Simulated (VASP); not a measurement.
# CuI (F-43m) in VASP: a series of runs, part 3 of 3

VASP 6.6.1. The steps go on from the part before.

## Step 5: Single point, PBEsol, non-collinear spin, zero start, spin-orbit coupling

This run uses another cell than the first one, of 27.30 Å³/atom.

The input, INCAR:

```
ALGO = Normal
EDIFF = 1E-6
ENCUT = 520
GGA = PS
GGA_COMPAT = F
ISIF = 2
ISMEAR = -1
LASPH = T
LCHARG = F
LMAXMIX = 4
LNONCOLLINEAR = T
LORBIT = 11
LORBMOM = T
LREAL = F
LSORBIT = T
LWAVE = F
MAGMOM = 0 0 0 0 0 0
NBANDS = 30
NELM = 150
PREC = Accurate
SIGMA = 0.05
```

The input, KPOINTS:

```
k-points
0
Gamma
  8 8 8
```

The input, POSCAR:

```
CuI
1.0
    0.0000000000      3.0111537494      3.0111537494
    3.0111537494      0.0000000000      3.0111537494
    3.0111537494      3.0111537494      0.0000000000
I Cu
1 1
Direct
    0.0000000000      0.0000000000      0.0000000000
    0.7500000000      0.7500000000      0.7500000000
```

On the command line:

```bash
cat potpaw_PBE.64/I/POTCAR potpaw_PBE.64/Cu/POTCAR > POTCAR
mpirun -np 1 vasp_ncl > vasp.out
```

Run time: 74 s. Hardware: 1 thread of AMD EPYC 9R45 (Zen 5), shared host; peak memory 0.33 GiB.

It converged, with:

```
Free energy                                           : -6.4404 eV
Pressure                                              : -1.6 GPa
Net moment                                            : 0.00 μB per cell
Valence electrons inside the program's atomic spheres : I 4.29; Cu 9.94
```

Moments on the atoms (μB; x, y, z):
```
I   0.00 0.00 0.00
Cu  0.00 0.00 0.00
```

Caveat: the PAW data sets were made with another functional, which shifts forces and pressure a little.

## Step 6: Single point, PBEsol, non-collinear spin, zero start, spin-orbit coupling

The input, INCAR:

```
ALGO = Normal ; EDIFF = 1E-6
ENCUT = 520 ; GGA = PS
GGA_COMPAT = F ; ISIF = 2
ISMEAR = -1 ; LASPH = T
LCHARG = F ; LMAXMIX = 4
LORBIT = 11 ; LORBMOM = T
LREAL = F ; LSORBIT = T
LWAVE = F ; MAGMOM = 0 0 0 0 0 0
NBANDS = 30 ; NELM = 150
PREC = Accurate ; SIGMA = 0.05
```

KPOINTS is that of step 5.

The input, POSCAR:

```
CuI
1.0
    0.0000000000      3.0315000000      3.0315000000
    3.0315000000      0.0000000000      3.0315000000
    3.0315000000      3.0315000000      0.0000000000
I Cu
1 1
Direct
    0.0000000000      0.0000000000      0.0000000000
    0.7500000000      0.7500000000      0.7500000000
```

Potentials or basis: VASP PAW PBE potentials, release 64 (I, Cu).

On the command line:

```bash
cat potpaw_PBE.64/I/POTCAR potpaw_PBE.64/Cu/POTCAR > POTCAR
mpirun -np 1 vasp_ncl > vasp.out
```

OUTCAR:

```text
EDIFF = 1E-6
   ENCUT = 520
   GGA = PS
   ISIF = 2
   ISMEAR = -1
   LASPH = T
   LORBIT = 11
   LREAL = F
   LSORBIT = T
   NELM = 150
   PREC = Accurate

 ion  position               nearest neighbor table
   1  0.000  0.000  0.000-   2 2.63   2 2.63   2 2.63   2 2.63
   2  0.750  0.750  0.750-   1 2.63   1 2.63   1 2.63   1 2.63

  LATTYP: Found a face centered cubic cell.
 ALAT       =     6.0630000000

  Lattice vectors:

 A1 = (   0.0000000000,   3.0315000000,   3.0315000000)
 A2 = (   3.0315000000,   0.0000000000,   3.0315000000)
 A3 = (   3.0315000000,   3.0315000000,   0.0000000000)

Analysis of symmetry for initial positions (statically):
=====================================================================
 Subroutine PRICEL returns:
 Original cell was already a primitive cell.

 Routine SETGRP: Setting up the symmetry group for a
 face centered cubic supercell.

 Subroutine GETGRP returns: Found 24 space group operations
[... 1057 lines left out ...]
     0.0000000     0.0000000     0.0000000     0.0000000     0.0000000     0.0000000     0.0000000
     0.0000000     0.0000000     0.0000000     0.0000000     0.0000000     0.0000000     0.0000000
     0.0000000     0.0000000     0.0000000     0.0000000     0.0000000     0.0000000     0.0000000
     0.0000000     0.0000000     0.0000000     0.0000000     0.0000000     0.0000000     0.0000000
     0.0000000     0.0000000     0.0000000     0.0000000     0.0000000     0.0000000     0.0000000
     0.0000000     0.0000000     0.0000000     0.0000000     0.0000000     0.0000000     0.0000000
     0.0000000     0.0000000     0.0000000     0.0000000     0.0000000     0.0000000     0.0000000

 Ion:    2  E_soc:     -0.0100790
 l=   1
     0.0000000    -0.0003832    -0.0003832
    -0.0003832     0.0000000    -0.0003832
    -0.0003832    -0.0003832     0.0000000
 l=   2
     0.0000000    -0.0002574     0.0000000    -0.0002574    -0.0010392
    -0.0002574     0.0000000    -0.0007794    -0.0002574    -0.0002598
     0.0000000    -0.0007794     0.0000000    -0.0007794     0.0000000
    -0.0002574    -0.0002574    -0.0007794     0.0000000    -0.0002598
    -0.0010392    -0.0002598     0.0000000    -0.0002598     0.0000000
 l=   3
     0.0000000     0.0000000     0.0000000     0.0000000     0.0000000     0.0000000     0.0000000
     0.0000000     0.0000000     0.0000000     0.0000000     0.0000000     0.0000000     0.0000000
     0.0000000     0.0000000     0.0000000     0.0000000     0.0000000     0.0000000     0.0000000
     0.0000000     0.0000000     0.0000000     0.0000000     0.0000000     0.0000000     0.0000000
     0.0000000     0.0000000     0.0000000     0.0000000     0.0000000     0.0000000     0.0000000
     0.0000000     0.0000000     0.0000000     0.0000000     0.0000000     0.0000000     0.0000000
     0.0000000     0.0000000     0.0000000     0.0000000     0.0000000     0.0000000     0.0000000

 total charge

# of ion       s       p       d       tot
------------------------------------------
    1        1.491   2.740   0.054   4.285
    2        0.332   0.263   9.327   9.922
--------------------------------------------------
tot          1.824   3.003   9.381  14.207

 magnetization (x)

# of ion       s       p       d       tot
------------------------------------------
    1        0.000   0.000   0.000   0.000
    2        0.000  -0.000   0.000   0.000
--------------------------------------------------
tot          0.000   0.000   0.000   0.000

 magnetization (y)

# of ion       s       p       d       tot
------------------------------------------
    1        0.000   0.000   0.000   0.000
    2        0.000   0.000   0.000   0.000
--------------------------------------------------
tot          0.000   0.000   0.000   0.000

 magnetization (z)

# of ion       s       p       d       tot
------------------------------------------
    1        0.000   0.000   0.000   0.000
    2        0.000  -0.000   0.000   0.000
--------------------------------------------------
tot          0.000   0.000   0.000   0.000
```

It took 75 s on 1 thread of AMD EPYC 9R45 (Zen 5), shared host; peak memory 0.34 GiB.

Results:

- Free energy: -6.4262 eV
- Pressure: -2.4 GPa
- Net moment: 0.00 μB per cell
- Valence electrons inside the program's atomic spheres: I 4.29; Cu 9.92

Moments on the atoms (μB; x, y, z):
```
I   0.00 0.00 0.00
Cu  0.00 0.00 0.00
```

Caveat: the PAW data sets were made with another functional, which shifts forces and pressure a little.

## Step 7: Summary

```csv
spin,cell,cutoff (eV),smearing,pressure (GPa),moment (μB)
off,"a = 4.287 Å, angles 60.0°, 2 atoms",600,fermi-dirac 0.1 eV,-2.2,-
"non-collinear, zero start, SOC","a = 4.200 Å, angles 60.0°, 2 atoms",520,fermi-dirac 0.05 eV,0.2,0.00
"non-collinear, zero start, SOC","a = 4.229 Å, angles 60.0°, 2 atoms",520,fermi-dirac 0.05 eV,-0.8,0.00
"non-collinear, zero start, SOC","a = 4.258 Å, angles 60.0°, 2 atoms",520,fermi-dirac 0.05 eV,-1.6,0.00
"non-collinear, zero start, SOC","a = 4.287 Å, angles 60.0°, 2 atoms",520,fermi-dirac 0.05 eV,-2.4,0.00
```

Alike in all rows: task single point; level PBEsol; potentials or basis VASP PAW PBE potentials, release 64 (I, Cu); k mesh 8 × 8 × 8.

Caveats: the PAW data sets were made with another functional, which shifts forces and pressure a little.

Absolute energies hang on the potentials; compare differences alone.
